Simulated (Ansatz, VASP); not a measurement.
**Tl in VASP and in Ansatz**

INCAR

```
SYSTEM = Tl
PREC = Accurate
ENCUT = 520
EDIFF = 1E-6
ISMEAR = 0
SIGMA = 0.1
LREAL = .False.
LASPH = .True.
NELM = 100
ALGO = Normal
ISIF = 2
LWAVE = .False.
LCHARG = .True.
GGA = PE
LELF = .True.
LVHAR = .True.
NBANDS = 26
```

File KPOINTS:

```
regular mesh
0
Gamma
  6 6 6
  0 0 0
```

The input POSCAR:

```
Tl
1.0
    1.7810518452      1.0282907623      8.2404167867
   -1.7810518452      1.0282907623      8.2404167867
    0.0000000000     -2.0565815246      8.2404167867
Tl
3
Direct
    0.0000000000      0.0000000000      0.0000000000
    0.2209406600      0.2209406600      0.2209406600
    0.7790593400      0.7790593400      0.7790593400
```

Input for Ansatz:

```yaml
crystal:
  lattice:
    - [1.7810518452, 1.0282907623, 8.2404167867]
    - [-1.7810518452, 1.0282907623, 8.2404167867]
    - [0.0, -2.0565815246, 8.2404167867]
  atoms:
    - { symbol: Tl, position: [0.0, 0.0, 0.0] }
    - { symbol: Tl, position: [0.22094066, 0.22094066, 0.22094066] }
    - { symbol: Tl, position: [0.77905934, 0.77905934, 0.77905934] }
basis:
  ecutwfc: 420
kpoints:
  mp_grid: { grid: [6, 6, 6] }
hamiltonian:
  xc: pbe
scf:
  occupations: { method: gaussian, width: 0.1 }
output:
  forces: true
  stress: true
  eigenvalues: true
```

Alike in both runs: task single point; functional PBE; k mesh 6 × 6 × 6; occupations gaussian, width 0.1 eV; no spin polarisation.

|  | VASP | Ansatz |
| --- | --- | --- |
| version | VASP 6.6.1 | Ansatz 0.2.0 |
| potentials or method | VASP PAW PBE potentials, release 64 (Tl_d), cutoff 520 eV | scalar-relativistic, plane waves, PAW |
| valence electrons in the cell | 39 | 39 |

```csv
,VASP,Ansatz,Ansatz less VASP
gap on the k mesh at the Fermi level (eV),none,none,-
pressure (GPa),1.0,1.0,+0.07
"traceless stress, the component that is largest in VASP (GPa)",0.42,0.42,+0.003
rms of the force components (eV/Å),0.015,0.015,+0.0001
```

Atom by atom the forces differ by 0.000 eV/Å (rms over components). A gap of «none» marks a metal or a gap that the smearing closes. The functional is the same, so the differences come from potentials, cutoffs and numerics.

Spin-orbit coupling is off throughout.
